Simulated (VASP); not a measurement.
Runs of VASP 6.6.1 on BAu. The structure is that of space group Fm-3m (No. 225), or close to it. The cells are those of the table. 

```tsv
task	cell	k mesh	cutoff (eV)	gap on the mesh (eV)	pressure (GPa)	relaxed volume (Å³/atom)
single point	a = 3.406 Å, angles 60.0°, 2 atoms	6 × 6 × 6	520	none	(b)	-
relaxation of cell and atoms	relaxed from a = 3.406 Å, angles 60.0°, 2 atoms	6 × 6 × 6	600	none	-0.1	13.05
relaxation of cell and atoms	relaxed from a = 3.330 Å, angles 60.0°, 2 atoms	20 × 20 × 20	600	none	0.0	12.96
single point	a = 3.330 Å, angles 60.0°, 2 atoms	6 × 6 × 6	520	none	-0.3	-
single point	a = 3.324 Å, angles 60.0°, 2 atoms	20 × 20 × 20	520	none	(a)	-
```

Alike in all rows: level PBE; potentials or basis VASP PAW PBE potentials, release 64 (B, Au); no spin polarisation; smearing gaussian 0.1 eV.

**Question.** Fill in the values left out.

**Answer.** (a) -0.2; (b) -8.7.

Caveats: some runs use coarse meshes; spin-orbit coupling is left out, which moves the levels of the heavy elements.

A k mesh can miss the band edges, and the runs leave out spin-orbit coupling on Au.

A gap of «none» marks levels without a gap at the run's occupations.
